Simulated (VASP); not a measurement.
Crystal: Yb.

```
Yb
1.0
     0.00000    2.74310    2.74310
     2.74310    0.00000    2.74310
     2.74310    2.74310    0.00000
Yb
1
Direct
  0.00000 0.00000 0.00000
```

Base run:

```yaml
Program: VASP 6.6.1
Functional: PBEsol
Potentials_or_basis: VASP PAW PBE potentials, release 64 (Yb)
Cutoff: 520 eV
k_mesh: 12 × 12 × 12
Occupations: fermi-dirac, width 0.05 eV
Spin: no spin polarisation
```

Its results: band gap on the k mesh zero (bands 12 and 13 overlap by 0.07 eV); pressure -3.6 GPa.

Problem. The run is repeated on the same cell with these changes: functional from PBEsol to LDA. What comes out?

Solution. Band gap on the k mesh zero (bands 12 and 13 overlap by 0.03 eV); pressure -4.7 GPa.

LDA binds more tightly than PBEsol, so the same cell stands under less pressure.

Caveats: the cell stands under tension; the PAW data sets were made with another functional, which shifts forces and pressure a little; spin-orbit coupling is left out, which moves the levels of the heavy elements.
